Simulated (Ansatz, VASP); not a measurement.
## CoSi in VASP and in Ansatz

```
CELL_PARAMETERS angstrom
4.43085 0.00000 0.00000
0.00000 4.43085 0.00000
0.00000 0.00000 4.43085
ATOMIC_POSITIONS crystal
Co 0.14502 0.14502 0.14502
Co 0.35498 0.85498 0.64502
Co 0.64502 0.35498 0.85498
Co 0.85498 0.64502 0.35498
Si 0.84316 0.84316 0.84316
Si 0.65684 0.15684 0.34316
Si 0.34316 0.65684 0.15684
Si 0.15684 0.34316 0.65684
```

Alike in both runs: functional PBE; k mesh 8 × 8 × 8; occupations gaussian, width 0.1 eV; no spin polarisation.

Ansatz relaxed the structure, and its values are those at the end. VASP's run is a single point on that final structure, the one shown.

|  | VASP | Ansatz |
| --- | --- | --- |
| version | VASP 6.6.1 | Ansatz 0.2.0 |
| potentials or method | VASP PAW PBE potentials, release 64 (Co, Si), cutoff 520 eV | scalar-relativistic, plane waves, PAW |
| valence electrons in the cell | 52 | 84 |

|  | VASP | Ansatz | Ansatz less VASP |
| --- | --- | --- | --- |
| gap on the k mesh at the Fermi level (eV) | none | none | - |
| pressure (GPa) | -0.1 | 0.0 | +0.08 |

A gap of «none» marks a metal or a gap that the smearing closes. With one functional, cell and mesh, what is left measures potentials, basis and numerics. VASP's potentials hold 52 valence electrons a cell and Ansatz's 84, so a difference there can come from the potentials and not from the codes.
